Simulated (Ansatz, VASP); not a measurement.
## FeCu: VASP beside Ansatz

Contents of INCAR:

```
ALGO = Fast ; EDIFF = 1E-6
ENCUT = 520 ; GGA = PE
ISIF = 2 ; ISMEAR = 0
LASPH = T ; LCHARG = F
LREAL = F ; LWAVE = F
NBANDS = 16 ; NELM = 100
PREC = Accurate ; SIGMA = 0.1
```

File KPOINTS:

```
k-points
0
Gamma
  18 18 10
```

POSCAR

```
FeCu
1.0
    1.4382720000     -1.9879340000      0.0000000000
    1.4382720000      1.9879340000      0.0000000000
    0.0000000000      0.0000000000      4.1381350000
Fe Cu
1 1
Direct
    0.0000000000      0.0000000000      0.0000000000
    0.5000000000      0.5000000000      0.5000000000
```

Input for Ansatz:

```yaml
crystal:
  lattice:
    - [1.438272, -1.987934, 0.0]
    - [1.438272, 1.987934, 0.0]
    - [0.0, 0.0, 4.138135]
  atoms:
    - { symbol: Fe, position: [0.0, 0.0, 0.0] }
    - { symbol: Cu, position: [0.5, 0.5, 0.5] }
basis:
  ecutwfc: 420
kpoints:
  mp_grid: { grid: [18, 18, 10] }
hamiltonian:
  xc: pbe
scf:
  occupations: { method: gaussian, width: 0.1 }
  lower_state_search: "off"
output:
  forces: true
  stress: true
  eigenvalues: true
  write_density: true
  write_potential: true
  elf: true
  volumetric_format: npy
```

Alike in both runs: task single point; functional PBE; k mesh 18 × 18 × 10; occupations gaussian, width 0.1 eV; no spin polarisation.

|  | VASP | Ansatz |
| --- | --- | --- |
| version | VASP 6.6.1 | Ansatz 0.2.0 |
| potentials or method | VASP PAW PBE potentials, release 64 (Fe, Cu), cutoff 520 eV | scalar-relativistic, plane waves, PAW |
| valence electrons in the cell | 19 | 35 |

```tsv
	VASP	Ansatz	Ansatz less VASP
gap on the k mesh at the Fermi level (eV)	none	none	-
pressure (GPa)	-9.2	-9.4	-0.17
traceless stress, the component that is largest in VASP (GPa)	5.80	5.69	-0.105
```

A gap of «none» marks a metal or a gap that the smearing closes. With one functional, cell and mesh, what is left measures potentials, basis and numerics. VASP's potentials hold 19 valence electrons a cell and Ansatz's 35, so a difference there can come from the potentials and not from the codes.
